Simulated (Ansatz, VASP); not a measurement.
# Cu: VASP beside Ansatz

INCAR

```
PREC     = Accurate       # precision mode
ENCUT    = 520            # plane-wave cutoff, eV
EDIFF    = 1E-8           # SCF threshold, eV
ISMEAR   = -1             # smearing method
SIGMA    = 0.08           # smearing width, eV
LREAL    = False          # projectors in reciprocal space
LASPH    = True           # aspherical terms in the spheres
NELM     = 60             # most SCF steps
ALGO     = Normal         # electronic algorithm
ISIF     = 2              # what is computed and relaxed
LWAVE    = False          # write WAVECAR
LCHARG   = False          # write CHGCAR
GGA      = PS             # functional
LEFG     = True         
NBANDS   = 12             # bands
```

The input KPOINTS:

```
Automatic mesh
0
Gamma
  19 19 19
```

The input POSCAR:

```
Cu
1.0
    0.0000000000      1.8255750000      1.8075000000
    1.8255750000      0.0000000000      1.8075000000
    1.8255750000      1.8255750000      0.0000000000
Cu
1
Direct
    0.0000000000      0.0000000000      0.0000000000
```

Input for Ansatz:

```yaml
crystal:
  lattice:
    - [0.0, 1.825575, 1.8075]
    - [1.825575, 0.0, 1.8075]
    - [1.825575, 1.825575, 0.0]
  atoms:
    - { symbol: Cu, position: [0.0, 0.0, 0.0] }
kpoints:
  mp_grid: { grid: [19, 19, 19] }
scf:
  occupations: { method: fermi_dirac, width: 0.08 }
hamiltonian:
  xc: pbesol
  pseudopotentials: { kind: paw }
output:
  forces: true
  stress: true
  eigenvalues: true
  efg: { contact_densities: true }
```

Change from the starting cell: equal xx and yy strain of +1 %, PAW files.

Alike in both runs: task electric field gradients; functional PBEsol; k mesh 19 × 19 × 19; occupations fermi-dirac, width 0.08 eV; no spin polarisation.

```csv
,VASP,Ansatz
version,VASP 6.6.1,Ansatz 0.2.0
potentials or method,"VASP PAW PBE potentials, release 64 (Cu)","PAW with Ansatz's default frozen-core files, scalar-relativistic"
plane-wave cutoff (eV),520,420
valence electrons in the cell,11,19
```

```csv
,VASP,Ansatz,Ansatz less VASP
pressure (GPa),-8.4,-9.1,-0.68
"traceless stress, the component that is largest in VASP (GPa)",0.25,0.26,+0.009
```

VASP's potentials were made for PBE, not for PBEsol. VASP's potentials hold 11 valence electrons a cell and Ansatz's 19, so a difference there can come from the potentials and not from the codes.
